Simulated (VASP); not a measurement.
# ReP2 in VASP: a series of runs, part 2 of 2

VASP 6.6.1. The steps go on from the part before.

## (4) Relaxation of cell and atoms, PBE

This run uses another cell than the first one, of the same volume but with other edges.

The input, INCAR:

```
PREC = Accurate ; ENCUT = 600
EDIFF = 1E-6 ; ISMEAR = 0
SIGMA = 0.1 ; LREAL = F
LASPH = T ; NELM = 100
ALGO = Normal ; ISIF = 3
LWAVE = F ; LCHARG = F
GGA = PE ; IBRION = 2
NSW = 90 ; EDIFFG = -0.04
```

The input, KPOINTS:

```
regular mesh
0
Gamma
  4 4 6
```

The input, POSCAR:

```
ReP2
1.0
    4.0095488223      0.0000000000      0.0000000000
    0.0000000000      4.0095488223      0.0000000000
    0.0000000000      0.0000000000      2.9842875434
Re P
1 2
Direct
    0.0000000000      0.0000000000      0.0000000000
    0.0000000000      0.5000000000      0.5000000000
    0.5000000000      0.0000000000      0.5000000000
```

Potentials or basis: VASP PAW PBE potentials, release 64 (Re, P).

On the command line:

```console
> cat potpaw_PBE.64/Re/POTCAR potpaw_PBE.64/P/POTCAR > POTCAR
> mpirun -np 1 vasp_std > vasp.out
```

OUTCAR:

```text
PREC = Accurate
   ENCUT = 600
   EDIFF = 1E-6
   ISMEAR = 0
   LREAL = F
   LASPH = T
   NELM = 100
   ISIF = 3
   GGA = PE
   IBRION = 2
   NSW = 90
   EDIFFG = -0.04

 ion  position               nearest neighbor table
   1  0.000  0.000  0.000-   2 2.50   3 2.50   2 2.50   3 2.50   2 2.50   2 2.50   3 2.50   3 2.50

   2  0.000  0.500  0.500-   1 2.50   1 2.50   1 2.50   1 2.50   3 2.84   3 2.84   3 2.84   3 2.84

   3  0.500  0.000  0.500-   1 2.50   1 2.50   1 2.50   1 2.50   2 2.84   2 2.84   2 2.84   2 2.84

  LATTYP: Found a simple tetragonal cell.
 ALAT       =     4.0095488223
 C/A-ratio  =     0.7442951004

  Lattice vectors:

 A1 = (   4.0095488223,   0.0000000000,   0.0000000000)
 A2 = (   0.0000000000,   4.0095488223,   0.0000000000)
[... 185 lines left out ...]
  -------------------------------------------------------------------------------------
  Total       -0.4919925     -0.4919925      1.9337598      0.0000000      0.0000000     -0.0000000
  in kB      -16.4299948    -16.4299948     64.5775297      0.0000000      0.0000000     -0.0000000
  external PRESSURE =      10.5725134 kB  Pullay stress =       0.0000000 kB
[... 135 lines left out ...]
--------------------------------------- Ionic step        5  -------------------------------------------

 number of electron      17.0000001 magnetization

 Free energy of the ion-electron system (eV)
  ---------------------------------------------------
  ext. energy  EPLUGINS =         0.00000000
  ---------------------------------------------------
  free energy    TOTEN  =       -21.83125076 eV

  energy without entropy =      -21.82317516  energy(sigma->0) =      -21.82721296

 E-fermi :   8.1811     XC(G=0): -11.5120

 val. band max:        8.0455600932   @ k =   0.2500   0.0000   0.3333
 cond. band min:       8.2314272645   @ k =   0.2500   0.0000   0.1667
 fundamental gap:      0.1858671712
 Fermi energy:         8.1811190978

 k-point     1 :       0.0000    0.0000    0.0000
  band No.  band energies     occupation
      1      -6.6869      2.00000
      2      -1.9346      2.00000
      3       3.2358      2.00000
      4       3.2358      2.00000
      5       3.3881      2.00000
      6       6.2247      2.00000
      7       6.7071      2.00000
      8       6.7071      2.00000
      9       7.8060      2.00000
     10       9.9834      0.00000
     11       9.9834      0.00000
     12      10.0623      0.00000
[... 373 lines left out ...]
  FREE ENERGIE OF THE ION-ELECTRON SYSTEM (eV)
  ---------------------------------------------------
  free  energy   TOTEN  =       -21.8312507632 eV

  energy  without entropy=      -21.8231751624  energy(sigma->0) =      -21.82721296

 reached required accuracy - stopping structural energy minimisation
```

CONTCAR:

```text
ReP2
   1.00000000000000
     3.9565299793770206   -0.0000000000000000   -0.0000000000000000
    -0.0000000000000000    3.9565299793770206   -0.0000000000000000
     0.0000000000000000    0.0000000000000000    3.0678227470647772
  Re              P
     1     2
Direct
     0.0000000000000000    0.0000000000000000    0.0000000000000000
     0.0000000000000000    0.5000000000000000    0.5000000000000000
     0.5000000000000000    0.0000000000000000    0.5000000000000000

  0.00000000E+00  0.00000000E+00  0.00000000E+00
  0.00000000E+00  0.00000000E+00  0.00000000E+00
  0.00000000E+00  0.00000000E+00  0.00000000E+00
```

It took 20 s on 1 thread of Intel Xeon 6975P-C (Granite Rapids), shared host; peak memory 0.18 GiB.

Results:

```
Free energy                           : -21.8313 eV
Relaxed volume                        : 16.01 Å³/atom
Relaxed cell                          : a = 3.957 Å, b = 3.957 Å, c = 3.068 Å, α = 90.00°, β = 90.00°, γ = 90.00°
Space group after relaxing (to 0.1 Å) : P4/mmm (No. 123)
Energy gained by relaxing             : 11.6 meV/atom
Ionic steps                           : 5
Pressure after relaxing               : -0.1 GPa
Band gap on the k mesh                : zero (an odd number of electrons rules out a gap without spin polarisation)
```

Stress tensor (GPa, compression positive):
```
-0.03  0.00  0.00
 0.00 -0.03  0.00
 0.00  0.00 -0.34
```

Step by step:
| step | energy change (eV) | largest force (eV/Å) | pressure (GPa) | volume (Å³) |
| --- | --- | --- | --- | --- |
| 1 | 0.0000 | 0.0000 | 1.06 | 47.98 |
| 2 | -0.0295 | 0.0000 | -2.44 | 48.69 |
| 3 | -0.0303 | 0.0000 | -1.97 | 48.59 |
| 4 | -0.0297 | 0.0000 | 1.92 | 47.43 |
| 5 | -0.0348 | 0.0000 | -0.13 | 48.02 |

Final structure:
```yaml
crystal:
  lattice:
    - [3.95653, 0.00000, 0.00000]
    - [0.00000, 3.95653, 0.00000]
    - [0.00000, 0.00000, 3.06782]
  atoms:
    - { symbol: Re, position: [0.00000, 0.00000, 0.00000] }
    - { symbol: P, position: [0.00000, 0.50000, 0.50000] }
    - { symbol: P, position: [0.50000, 0.00000, 0.50000] }
```

Levels at points of the mesh, in eV from the Fermi level:
| k point | band 4 | band 5 | band 6 | band 7 | band 8 | band 9 | band 10 | band 11 | band 12 |
| --- | --- | --- | --- | --- | --- | --- | --- | --- | --- |
| (0.00, 0.00, 0.00) | -4.95 | -4.79 | -1.96 | -1.47 | -1.47 | -0.38 | 1.80 | 1.80 | 1.88 |
| (0.50, 0.00, 0.00) | -4.45 | -3.28 | -3.26 | -2.33 | -1.83 | -1.39 | 0.91 | 2.31 | 2.82 |
| (0.50, 0.50, 0.00) | -7.49 | -3.14 | -3.14 | -2.97 | -1.78 | 1.13 | 4.00 | 5.94 | 5.98 |
| (0.00, 0.00, 0.50) | -7.03 | -7.03 | -6.04 | -0.90 | 1.16 | 1.16 | 1.75 | 3.14 | 4.04 |
| (0.50, 0.00, 0.50) | -6.51 | -5.04 | -1.69 | -1.52 | -1.43 | -1.30 | -0.55 | 1.12 | 1.88 |
| (0.50, 0.50, 0.50) | -5.08 | -4.54 | -4.54 | -2.95 | -1.50 | -1.40 | 1.14 | 1.14 | 2.17 |

Caveat: the k points lie up to 0.40 Å⁻¹ apart in the final cell, too coarse for converged energies and pressures of a metal; spin-orbit coupling is left out, which moves the levels of the heavy elements.

## (5) The runs side by side

| task | cell | k mesh | cutoff (eV) | gap on the mesh (eV) | pressure (GPa) |
| --- | --- | --- | --- | --- | --- |
| single point | a = 3.956, b = 3.956, c = 3.060 Å, 3 atoms | 4 × 4 × 6 | 520 | none | 0.4 |
| single point | a = 4.010, b = 4.010, c = 2.984 Å, 3 atoms | 6 × 6 × 4 | 520 | none | 0.8 |
| relaxation of cell and atoms | relaxed from a = 4.010, b = 4.010, c = 2.984 Å, 3 atoms | 4 × 4 × 6 | 600 | none | -0.1 |

Alike in all rows: level PBE; potentials or basis VASP PAW PBE potentials, release 64 (Re, P); no spin polarisation; smearing gaussian 0.1 eV.

Caveats: all runs use coarse meshes; spin-orbit coupling is left out, which moves the levels of the heavy elements.

Total energies depend on the potentials used, so only differences within one code and one set of settings carry meaning.
